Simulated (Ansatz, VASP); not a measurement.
## One calculation of NaHF2, two programs

File INCAR:

```
PREC = Accurate
ENCUT = 520
EDIFF = 1E-6
ISMEAR = -1
SIGMA = 0.02
LREAL = F
LASPH = T
NELM = 80
ALGO = Normal
ISIF = 2
LWAVE = F
LCHARG = F
NBANDS = 19
```

The input KPOINTS:

```
Automatic mesh
0
Gamma
  10 10 10
```

The input POSCAR:

```
NaHF2
1.0
    1.6931609244      0.9775469155      4.5441732967
   -1.6931609244      0.9775469155      4.5441732967
    0.0000000000     -1.9550938310      4.5441732967
Na H F
1 1 2
Direct
    0.0000000000      0.0000000000      0.0000000000
    0.5000000000      0.5000000000      0.5000000000
    0.4100000000      0.4100000000      0.4100000000
    0.5900000000      0.5900000000      0.5900000000
```

Input for Ansatz:

```yaml
crystal:
  lattice:
    - [1.6931609244, 0.9775469155, 4.5441732967]
    - [-1.6931609244, 0.9775469155, 4.5441732967]
    - [0.0, -1.955093831, 4.5441732967]
  atoms:
    - { symbol: Na, position: [0.0, 0.0, 0.0] }
    - { symbol: H, position: [0.5, 0.5, 0.5] }
    - { symbol: F, position: [0.41, 0.41, 0.41] }
    - { symbol: F, position: [0.59, 0.59, 0.59] }
kpoints:
  mp_grid: { grid: [10, 10, 10] }
  band_path:
    path:
      - [0.0, 0.0, 0.0]
      - [0.5, 0.5, 0.5]
      - [0.8024819821, 0.1975180179, 0.5]
      - [0.5, -0.1975180179, 0.1975180179]
      - [0.5, 0.0, 0.0]
      - [0.0, 0.0, 0.0]
      - [0.3487590089, -0.3487590089, 0.0]
      - [0.6512409911, 0.0, 0.3487590089]
      - [0.5, 0.0, 0.5]
    npoints: 5
scf:
  occupations: { method: fermi_dirac, width: 0.02 }
hamiltonian:
  xc: lda
  pseudopotentials: { kind: all_electron, lapw: { basis_error: 0.001 } }
output:
  forces: true
  stress: true
  eigenvalues: true
```

Change from the starting cell: volume scaled by 0.94.

Alike in both runs: task single point; functional LDA; k mesh 10 × 10 × 10; occupations fermi-dirac, width 0.02 eV; no spin polarisation.

|  | VASP | Ansatz |
| --- | --- | --- |
| version | VASP 6.6.1 | Ansatz 0.2.0 |
| potentials or method | VASP PAW LDA potentials, release 64 (Na_pv, H, F), cutoff 520 eV | all-electron LAPW, scalar-relativistic |

VASP gave:

```
gap on the k mesh at the Fermi level (eV)                     : 6.55
pressure (GPa)                                                : -4.4
traceless stress, the component that is largest in VASP (GPa) : -9.66
rms of the force components (eV/Å)                            : 0.802
```

Task: Estimate Ansatz's values.

Result: gap on the k mesh at the Fermi level (eV): 6.57; pressure (GPa): -4.4; traceless stress, the component that is largest in VASP (GPa): -10.08; rms of the force components (eV/Å): 0.823.

LDA's correlation is that of Perdew and Zunger in VASP and of Perdew and Wang (1992) in Ansatz. Atom by atom the forces differ by 0.021 eV/Å (rms over components). Ansatz ran all-electron here, and VASP with PAW potentials.
